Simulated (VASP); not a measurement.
# Pt (Fm-3m) in VASP: notebook

Aim: see how the results for Pt move with the level of theory and the settings. Levels: PBEsol-based screened hybrid with 25 % exact exchange, PBE0, HSE06, r2SCAN+D3(BJ). Tasks: relaxation of cell and atoms, single point.

All numbers are computed with VASP 6.6.1; they aren't measurements. Logs are shortened: lines on timing, memory, paths and dates and some standing lists are left out, and cuts for length are marked.

## Step 1: The cell of the first run

The structure is cubic, space group Fm-3m (No. 225). Conventional cell: a = 3.922 Å, b = 3.922 Å, c = 3.922 Å, α = 90.00°, β = 90.00°, γ = 90.00°. Pt (site symmetry m-3m) has 12 Pt at 2.77 Å within 3.7 Å.

## Step 2: Relaxation of cell and atoms, PBEsol-based screened hybrid with 25 % exact exchange

POSCAR reads:

```
Pt
1.0
    0.0000000000      1.9609000000      1.9609000000
    1.9609000000      0.0000000000      1.9609000000
    1.9609000000      1.9609000000      0.0000000000
Pt
1
Direct
    0.0000000000      0.0000000000      0.0000000000
```

INCAR.step1 reads:

```
PREC     = Accurate       # precision mode
ENCUT    = 600            # plane-wave cutoff, eV
EDIFF    = 1E-5           # SCF threshold, eV
ISMEAR   = -1             # smearing method
SIGMA    = 0.05           # smearing width, eV
LREAL    = F              # projectors in reciprocal space
LASPH    = T              # aspherical terms in the spheres
NELM     = 80             # most SCF steps
ALGO     = Normal         # electronic algorithm
LWAVE    = T              # write WAVECAR
LCHARG   = F              # write CHGCAR
GGA      = PE             # functional
NBANDS   = 11             # bands
```

INCAR.step2 reads:

```
PREC     = Accurate       # precision mode
ENCUT    = 600            # plane-wave cutoff, eV
EDIFF    = 1E-7           # SCF threshold, eV
ISMEAR   = -1             # smearing method
SIGMA    = 0.05           # smearing width, eV
LREAL    = F              # projectors in reciprocal space
LASPH    = T              # aspherical terms in the spheres
NELM     = 80             # most SCF steps
ALGO     = Normal         # electronic algorithm
ISIF     = 3              # what is computed and relaxed
LWAVE    = F              # write WAVECAR
LCHARG   = F              # write CHGCAR
GGA      = PS             # functional
LHFCALC  = T              # exact exchange
AEXX     = 0.25           # exact-exchange fraction
HFSCREEN = 0.207          # screening, 1/A
PRECFOCK = Normal       
IBRION   = 2              # ionic algorithm
NSW      = 60             # ionic steps
EDIFFG   = -0.01          # ionic threshold
ISTART   = 1
```

KPOINTS reads:

```
regular mesh
0
Gamma
  6 6 6
```

Potentials or basis: VASP PAW PBE potentials, release 64 (Pt).

Started as:

```console
$ cat potpaw_PBE.64/Pt/POTCAR > POTCAR
$ cp INCAR.step1 INCAR
$ mpirun -np 1 vasp_std > vasp.out
$ cp INCAR.step2 INCAR
$ mpirun -np 1 vasp_std > vasp.out
```

OUTCAR:

```text
PREC = Accurate
   ENCUT = 600
   EDIFF = 1E-7
   ISMEAR = -1
   LREAL = F
   LASPH = T
   NELM = 80
   ISIF = 3
   GGA = PS
   LHFCALC = T
   AEXX = 0.25
   HFSCREEN = 0.207
   PRECFOCK = Normal
   IBRION = 2
   NSW = 60
   EDIFFG = -0.01
   ISTART = 1

 ion  position               nearest neighbor table
   1  0.000  0.000  0.000-

  LATTYP: Found a face centered cubic cell.
 ALAT       =     3.9218000000

  Lattice vectors:

 A1 = (   0.0000000000,   1.9609000000,   1.9609000000)
 A2 = (   1.9609000000,   0.0000000000,   1.9609000000)
 A3 = (   1.9609000000,   1.9609000000,   0.0000000000)

Analysis of symmetry for initial positions (statically):
=====================================================================
 Subroutine PRICEL returns:
 Original cell was already a primitive cell.

 Routine SETGRP: Setting up the symmetry group for a
 face centered cubic supercell.

 Subroutine GETGRP returns: Found 48 space group operations
 (whereof 48 operations were pure point group operations)
 out of a pool of 48 trial point group operations.

The static configuration has the point symmetry O_h .

Analysis of symmetry for dynamics (positions and initial velocities):
=====================================================================
 Subroutine PRICEL returns:
 Original cell was already a primitive cell.

 Routine SETGRP: Setting up the symmetry group for a
 face centered cubic supercell.

 Subroutine GETGRP returns: Found 48 space group operations
 (whereof 48 operations were pure point group operations)
 out of a pool of 48 trial point group operations.

The dynamic configuration has the point symmetry O_h .

 Subroutine INISYM returns: Found 48 space group operations
 (whereof 48 operations are pure point group operations),
 and found     1 'primitive' translations

----------------------------------------------------------------------------------------

                                     Primitive cell

  volume of cell :      15.0798

  direct lattice vectors                    reciprocal lattice vectors
     0.000000000  1.960900000  1.960900000    -0.254984956  0.254984956  0.254984956
     1.960900000  0.000000000  1.960900000     0.254984956 -0.254984956  0.254984956
     1.960900000  1.960900000  0.000000000     0.254984956  0.254984956 -0.254984956

  length of vectors
     2.773131374  2.773131374  2.773131374     0.441646899  0.441646899  0.441646899

  position of ions in fractional coordinates (direct lattice)
     0.000000000  0.000000000  0.000000000

  ion indices of the primitive-cell ions
   primitive index   ion index
                 1           1

----------------------------------------------------------------------------------------

 KPOINTS: regular mesh

Automatic generation of k-mesh.
 Grid dimensions read from file:
 generate k-points for:    6    6    6

 Generating k-lattice:

  Cartesian coordinates                     Fractional coordinates (reciprocal lattice)
    -0.042497493  0.042497493  0.042497493     0.166666667  0.000000000  0.000000000
     0.042497493 -0.042497493  0.042497493     0.000000000  0.166666667  0.000000000
     0.042497493  0.042497493 -0.042497493     0.000000000  0.000000000  0.166666667

  Length of vectors
     0.073607816  0.073607816  0.073607816

  Shift w.r.t. Gamma in fractional coordinates (k-lattice)
     0.000000000  0.000000000  0.000000000

 Subroutine IBZKPT returns following result:
 ===========================================

 Found     16 irreducible k-points:

 Following reciprocal coordinates:
            Coordinates               Weight
  0.000000  0.000000  0.000000      1.000000
  0.166667  0.000000  0.000000      8.000000
  0.333333  0.000000  0.000000      8.000000
  0.500000  0.000000  0.000000      4.000000
  0.166667  0.166667  0.000000      6.000000
  0.333333  0.166667  0.000000     24.000000
[... 8 lines left out ...]
 -0.333333  0.333333  0.166667     24.000000
 -0.333333  0.500000  0.166667     12.000000
   k-points           NKPTS =     16   k-points in BZ     NKDIM =    216   number of bands    NBANDS=      9
   number of dos      NEDOS =    301   number of ions     NIONS =      1
   total plane-waves  NPLWV =  13824
   dimension x,y,z NGX =    24 NGY =   24 NGZ =   24
   dimension x,y,z NGXF=    48 NGYF=   48 NGZF=   48
   ions per type =               1
   NGX,Y,Z   is equivalent  to a cutoff of  14.39, 14.39, 14.39 a.u.
   NGXF,Y,Z  is equivalent  to a cutoff of  28.78, 28.78, 28.78 a.u.
 SYSTEM =  unknown system
   PREC   = accura    normal or accurate (medium, high low for compatibility)
   ISTART =      1    job   : 0-new  1-cont  2-samecut
   ICHARG =      0    charge: 1-file 2-atom 10-const
   ISPIN  =      1    spin polarized calculation?
   LNONCOLLINEAR =      F non collinear calculations
   LSORBIT =      F    spin-orbit coupling
   LASPH  =      T    aspherical Exc in radial PAW
   ENCUT  =  600.0 eV  44.10 Ry    6.64 a.u.   5.54  5.54  5.54*2*pi/ulx,y,z
   NELM   =     80;   NELMIN=  2; NELMDL=  0     # of ELM steps
   EDIFF  = 0.1E-06   stopping-criterion for ELM
   LREAL  =      F    real-space projection
   EDIFFG = -.1E-01   stopping-criterion for IOM
   NSW    =     60    number of steps for IOM
   IBRION =      2    ionic relax: 0-MD 1-quasi-New 2-CG
   NFREE  =      1    steps in history (QN), initial steepest desc. (CG)
   ISIF   =      3    stress and relaxation
   ISYM   =      3    0-nonsym 1-usesym 2-fastsym
   POTIM  = 0.5000    time-step for ionic-motion
   TEBEG  =    0.0;   TEEND  =   0.0 temperature during run
   PSTRESS=    0.0 pullay stress
   NELECT =      10.0000    total number of electrons
   NUPDOWN=      -1.0000    fix difference up-down
   EMIN   =  10.00;   EMAX   =-10.00  energy-range for DOS
   EFERMI =   0.00;   METHOD = LEGACY
   ISMEAR =    -1;   SIGMA  =   0.05  broadening in eV -4-tet -1-fermi 0-gaus
   EFERMI_NEDOS =   21; number of points for ismear=-14 and -15
   IALGO  =     38    algorithm
   IMIX   =      1    mixing-type and parameters
     AMIX     =   0.40;   BMIX     =  1.00
     AMIX_MAG =   1.60;   BMIX_MAG =  1.00
  volume/ion in A,a.u.               =      15.08       101.76
  Fermi-wavevector in a.u.,A,eV,Ry     =   1.427609  2.697791 27.729605  2.038068
  Thomas-Fermi vector in A             =   2.547760
   LORBIT       =      0    0 simple, 1 ext, 2 COOP (PROOUT), +10 PAW based schemes
   GGA     = PS    functional components
   LHFCALC =     T    Hartree Fock is set to
   PRECFOCK=normal    Normal, Fast or Accurate (Low or Medium for compatibility)
   ENCUT4O =  -1.0   cutoff for four orbital integrals eV
   NKREDX  =     1    reduce k-point grid by
   NKREDY  =     1    reduce k-point grid by
   NKREDZ  =     1    reduce k-point grid by
   AEXX    =    0.2500 exact exchange contribution
   HFSCREEN=    0.2070 screening length (either q_TF or 0.3 A-1)
   HFSCREENC=   0.2070 screening length for correlation (either q_TF or 0.3 A-1)
   ENCUTFOCK=  -1.0 apply spherical cutoff to Coloumb kernel
   IVDW    =     0    specifies the selected vdW correction
   LEPSILON=     F    determine dielectric tensor
   LRPA    =     F    only Hartree local field effects (RPA)
 conjugate gradient relaxation of ions
 non-spin polarized calculation
  energy-cutoff  :      600.00
  volume of cell :       15.08
 maximum number of plane-waves:       531
 NGX is ok and might be reduce to    24
  NGX = 18; NGY = 18; NGZ = 18

--------------------------------------- Ionic step        1  -------------------------------------------

 number of electron      10.0000000 magnetization

 Free energy of the ion-electron system (eV)
  ---------------------------------------------------
  ext. energy  EPLUGINS =         0.00000000
  ---------------------------------------------------
  free energy    TOTEN  =        -7.61683938 eV

  energy without entropy =       -7.60602945  energy(sigma->0) =       -7.61143441

------------------------ aborting loop because EDIFF is reached ----------------------------------------

  FORCE on cell =-STRESS in cart. coord.  units (eV):
  Direction    XX          YY          ZZ          XY          YZ          ZX
  --------------------------------------------------------------------------------------
  -------------------------------------------------------------------------------------
  Total       -0.7819176     -0.7819176     -0.7819176     -0.0000000      0.0000000      0.0000000
  in kB      -83.0759370    -83.0759370    -83.0759370     -0.0000000      0.0000000      0.0000000
  external PRESSURE =     -83.0759370 kB  Pullay stress =       0.0000000 kB

 VOLUME and BASIS-vectors are now :
 -----------------------------------------------------------------------------
  energy-cutoff  :      600.00
  volume of cell :       15.08
      direct lattice vectors                 reciprocal lattice vectors
     0.000000000  1.960900000  1.960900000    -0.254984956  0.254984956  0.254984956
     1.960900000  0.000000000  1.960900000     0.254984956 -0.254984956  0.254984956
     1.960900000  1.960900000  0.000000000     0.254984956  0.254984956 -0.254984956
[... 71 lines left out ...]
 POSITION                                       TOTAL-FORCE (eV/Angst)
 -----------------------------------------------------------------------------------
      0.00000      0.00000      0.00000         0.000000      0.000000      0.000000
 -----------------------------------------------------------------------------------
    total drift:                               -0.000000     -0.000000     -0.000000

  FREE ENERGIE OF THE ION-ELECTRON SYSTEM (eV)
  ---------------------------------------------------
  free  energy   TOTEN  =        -7.6281691618 eV

  energy  without entropy=       -7.6183473364  energy(sigma->0) =       -7.62325825

--------------------------------------- Ionic step        4  -------------------------------------------

 number of electron       9.9999999 magnetization

 Free energy of the ion-electron system (eV)
  ---------------------------------------------------
  ext. energy  EPLUGINS =         0.00000000
  ---------------------------------------------------
  free energy    TOTEN  =        -7.62818285 eV

  energy without entropy =       -7.61838757  energy(sigma->0) =       -7.62328521

 E-fermi :  11.0478     XC(G=0): -11.1818

 val. band max:       10.9127119787   @ k =  -0.3333   0.3333   0.1667
 cond. band min:      11.0706988611   @ k =   0.5000   0.0000   0.0000
 fundamental gap:      0.1579868824
 Fermi energy:        11.0477591518

 k-point     1 :       0.0000    0.0000    0.0000
  band No.  band energies     occupation
      1      -0.2924      2.00000
      2       6.4703      2.00000
      3       6.4703      2.00000
      4       6.4703      2.00000
      5       8.7345      2.00000
      6       8.7345      2.00000
      7      27.0669      0.00000
      8      32.4019      0.00000
      9      32.4019      0.00000

 k-point     2 :       0.1667    0.0000    0.0000
  band No.  band energies     occupation
      1       0.9004      2.00000
      2       6.1041      2.00000
      3       6.8446      2.00000
      4       6.8446      2.00000
      5       8.6657      2.00000
      6       8.6657      2.00000
      7      28.5859      0.00000
      8      28.6199      0.00000
      9      34.1637      0.00000
[... 188 lines left out ...]
 POSITION                                       TOTAL-FORCE (eV/Angst)
 -----------------------------------------------------------------------------------
      1.94245      0.00000      1.94245         0.000000      0.000000     -0.000000
 -----------------------------------------------------------------------------------
    total drift:                                0.000000      0.000000      0.000000

  FREE ENERGIE OF THE ION-ELECTRON SYSTEM (eV)
  ---------------------------------------------------
  free  energy   TOTEN  =        -7.6281828503 eV

  energy  without entropy=       -7.6183875653  energy(sigma->0) =       -7.62328521

 reached required accuracy - stopping structural energy minimisation
```

Wall time 60 min (1 thread of AMD EPYC 7R13 (Zen 3), shared host); peak memory 0.24 GiB.

What came out:

| Property | Result |
| --- | --- |
| Free energy | -7.6282 eV |
| Relaxed volume | 14.66 Å³/atom |
| Relaxed cell | a = 2.747 Å, b = 2.747 Å, c = 2.747 Å, α = 60.00°, β = 60.00°, γ = 60.00° |
| Space group after relaxing (to 0.1 Å) | Fm-3m (No. 225) |
| Energy gained by relaxing | 11.3 meV/atom |
| Ionic steps | 4 |
| Pressure after relaxing | -0.1 GPa |
| Band gap on the k mesh | zero (bands 5 and 6 overlap by 3.10 eV) |

Step by step:
```
step  energy change (eV)  largest force (eV/Å)  pressure (GPa)  volume (Å³)
   1              0.0000                0.0000           -8.31        15.08
   2              0.1083                0.0000           34.49        13.44
   3             -0.0113                0.0000           -0.30        14.67
   4             -0.0113                0.0000           -0.05        14.66
```

Final structure:
```
CELL_PARAMETERS angstrom
0.00000 1.94245 1.94245
1.94245 0.00000 1.94245
1.94245 1.94245 0.00000
ATOMIC_POSITIONS crystal
Pt 0.00000 0.00000 0.00000
```

Levels at points of the mesh, in eV from the Fermi level:
```csv
k point,band 2,band 3,band 4,band 5,band 6,band 7,band 8,band 9
"(0.00, 0.00, 0.00)",-4.58,-4.58,-4.58,-2.31,-2.31,16.02,21.35,21.35
"(0.50, 0.00, 0.00)",-4.73,-4.73,-0.40,0.02,0.02,7.28,15.54,20.89
"(0.50, 0.50, 0.00)",-7.75,-0.32,0.71,0.71,2.21,10.64,12.80,12.80
```

Caveat: the k points lie up to 0.47 Å⁻¹ apart in the final cell, too coarse for converged energies and pressures of a metal; the PAW data sets were made with another functional, which shifts forces and pressure a little; spin-orbit coupling is left out, which moves the levels of the heavy elements.

## Step 3: Single point, PBE0

This run uses another cell than the first one, of 14.48 Å³/atom.

POSCAR reads:

```
Pt
1.0
    0.0000000000      1.9343981026      1.9343981026
    1.9343981026      0.0000000000      1.9343981026
    1.9343981026      1.9343981026      0.0000000000
Pt
1
Direct
    0.0000000000      0.0000000000      0.0000000000
```

INCAR.step1 reads:

```
ALGO = Normal
EDIFF = 1E-5
ENCUT = 520
GGA = PE
ISIF = 2
ISMEAR = -1
LASPH = True
LCHARG = False
LREAL = False
LWAVE = True
NBANDS = 11
NELM = 60
PREC = Accurate
SIGMA = 0.05
```

INCAR.step2 reads:

```
AEXX = 0.25
ALGO = Normal
EDIFF = 1E-6
ENCUT = 520
GGA = PE
ISIF = 2
ISMEAR = -1
ISTART = 1
LASPH = True
LCHARG = False
LHFCALC = True
LREAL = False
LWAVE = False
NBANDS = 11
NELM = 60
PREC = Accurate
PRECFOCK = Normal
SIGMA = 0.05
```

KPOINTS reads:

```
k-points
0
Gamma
  8 8 8
```

Potentials or basis: VASP PAW PBE potentials, release 64 (Pt).

Started as:

```console
$ cat potpaw_PBE.64/Pt/POTCAR > POTCAR
$ cp INCAR.step1 INCAR
$ mpirun -np 1 vasp_std > vasp.out
$ cp INCAR.step2 INCAR
$ mpirun -np 1 vasp_std > vasp.out
```

It took 36 min on 1 thread of Intel Xeon 8259CL, shared host; peak memory 0.15 GiB.

It converged, with:

```yaml
Free_energy: -7.3562 eV
Pressure: 13.0 GPa
Band_gap_on_the_k_mesh: zero (bands 5 and 6 overlap by 3.88 eV)
```

Levels at points of the mesh, in eV from the Fermi level:
```csv
k point,band 2,band 3,band 4,band 5,band 6,band 7,band 8,band 9
"(0.00, 0.00, 0.00)",-4.85,-4.85,-4.85,-2.55,-2.55,16.54,21.98,21.98
"(0.50, 0.00, 0.00)",-5.02,-5.02,-0.50,0.44,0.44,8.00,16.08,21.59
"(0.50, 0.50, 0.00)",-8.10,-0.53,1.19,1.19,2.66,11.41,13.46,13.46
```

Caveat: the cell stands under pressure; the PAW data sets were made with another functional, which shifts forces and pressure a little; spin-orbit coupling is left out, which moves the levels of the heavy elements.

## Step 4: Single point, HSE06

This run uses another cell than the first one, of 14.18 Å³/atom.

POSCAR reads:

```
Pt
1.0
    0.0000000000      1.9208704006      1.9208704006
    1.9208704006      0.0000000000      1.9208704006
    1.9208704006      1.9208704006      0.0000000000
Pt
1
Direct
    0.0000000000      0.0000000000      0.0000000000
```

INCAR.step1 reads:

```
SYSTEM = Pt
ALGO = Normal
EDIFF = 1E-5
ENCUT = 520
GGA = PE
ISIF = 2
ISMEAR = -1
LASPH = .TRUE.
LCHARG = .FALSE.
LREAL = .FALSE.
LWAVE = .TRUE.
NBANDS = 11
NELM = 80
PREC = Accurate
SIGMA = 0.05
```

INCAR.step2 reads:

```
SYSTEM = Pt
ALGO = Normal
EDIFF = 1E-6
ENCUT = 520
GGA = PE
HFSCREEN = 0.2079
ISIF = 2
ISMEAR = -1
ISTART = 1
LASPH = .TRUE.
LCHARG = .FALSE.
LHFCALC = .TRUE.
LREAL = .FALSE.
LWAVE = .FALSE.
NBANDS = 11
NELM = 80
PREC = Accurate
PRECFOCK = Normal
SIGMA = 0.05
```

KPOINTS reads:

```
k-points
0
G
  8 8 8
  0 0 0
```

Started as:

```console
$ cat potpaw_PBE.64/Pt/POTCAR > POTCAR
$ cp INCAR.step1 INCAR
$ mpirun -np 1 vasp_std > vasp.out
$ cp INCAR.step2 INCAR
$ mpirun -np 1 vasp_std > vasp.out
```

It took 68 min on 1 thread of Intel Xeon 8259CL, shared host; peak memory 0.25 GiB.

Results (log left out):

```yaml
Free_energy: -6.8180 eV
Pressure: 21.0 GPa
Band_gap_on_the_k_mesh: zero (bands 5 and 6 overlap by 3.26 eV)
```

Levels at points of the mesh, in eV from the Fermi level:
| k point | band 2 | band 3 | band 4 | band 5 | band 6 | band 7 | band 8 | band 9 |
| --- | --- | --- | --- | --- | --- | --- | --- | --- |
| (0.00, 0.00, 0.00) | -4.72 | -4.72 | -4.72 | -2.34 | -2.34 | 15.98 | 21.52 | 21.52 |
| (0.50, 0.00, 0.00) | -4.90 | -4.90 | -0.43 | 0.08 | 0.08 | 7.66 | 15.52 | 21.21 |
| (0.50, 0.50, 0.00) | -8.06 | -0.29 | 0.82 | 0.82 | 2.23 | 11.14 | 13.02 | 13.02 |

Caveat: the cell stands under pressure; the PAW data sets were made with another functional, which shifts forces and pressure a little; spin-orbit coupling is left out, which moves the levels of the heavy elements.

[end of part 1 of 2]

The gap in the log of VASP goes by the Fermi energy; the results here count the filled bands.